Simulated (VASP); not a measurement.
A run of VASP 6.6.1:

The input INCAR:

```
SYSTEM = CdF2
PREC = Accurate
ENCUT = 600
EDIFF = 1E-6
ISMEAR = -1
SIGMA = 0.05
LREAL = .False.
LASPH = .True.
NELM = 120
ALGO = Normal
ISIF = 2
LWAVE = .False.
LCHARG = .True.
LELF = .True.
LVHAR = .True.
NBANDS = 24
GGA_COMPAT = .False.
```

KPOINTS

```
regular mesh
0
Gamma
  9 9 9
  0 0 0
```

File POSCAR:

```
CdF2
1.0
    0.0000000000      2.6390049769      2.6390049769
    2.6390049769      0.0000000000      2.6390049769
    2.6390049769      2.6390049769      0.0000000000
Cd F
1 2
Direct
    0.0000000000      0.0000000000      0.0000000000
    0.7500000000      0.7500000000      0.7500000000
    0.2500000000      0.2500000000      0.2500000000
```

Potentials or basis: VASP PAW LDA potentials, release 64 (Cd_sv_GW, F).

Command:

```bash
$ cat potpaw_LDA.64/Cd_sv_GW/POTCAR potpaw_LDA.64/F/POTCAR > POTCAR
$ mpirun -np 1 vasp_std > vasp.out
```

Hardware: 1 thread of AMD EPYC 9R45 96-Core Processor (Zen 5), with other jobs on the host.

**Question.** Estimate the wall time of this run.

**Answer.** It took 26 s on 1 thread of AMD EPYC 9R45 96-Core Processor (Zen 5) (shared host), peak memory 0.15 GiB. Counts: scf iterations 13, k points 35.
